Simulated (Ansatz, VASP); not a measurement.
## Two plane-wave programs on Ru

```
CELL_PARAMETERS angstrom
2.70246 0.00000 0.00000
-1.35123 2.34040 0.00000
0.00000 0.00000 4.26584
ATOMIC_POSITIONS crystal
Ru 0.33333 0.66667 0.25000
Ru 0.66667 0.33333 0.75000
```

Alike in both runs: functional r2SCAN; k mesh 18 × 18 × 10; occupations gaussian, width 0.1 eV; no spin polarisation.

Ansatz relaxed the structure, and its values are those at the end. VASP's run is a single point on that final structure, the one shown.

|  | VASP | Ansatz |
| --- | --- | --- |
| version | VASP 6.6.1 | Ansatz 0.2.0 |
| potentials or method | VASP PAW PBE potentials, release 64 (Ru_pv), cutoff 520 eV | scalar-relativistic, plane waves, PAW |
| valence electrons in the cell | 28 | 32 |

|  | VASP | Ansatz | Ansatz less VASP |
| --- | --- | --- | --- |
| gap on the k mesh at the Fermi level (eV) | none | none | - |
| pressure (GPa) | 1.5 | 0.0 | -1.54 |

VASP's potentials were made for PBE, not for r2SCAN. A gap of «none» marks a metal or a gap that the smearing closes. With one functional, cell and mesh, what is left measures potentials, basis and numerics. VASP's potentials hold 28 valence electrons a cell and Ansatz's 32, so a difference there can come from the potentials and not from the codes.
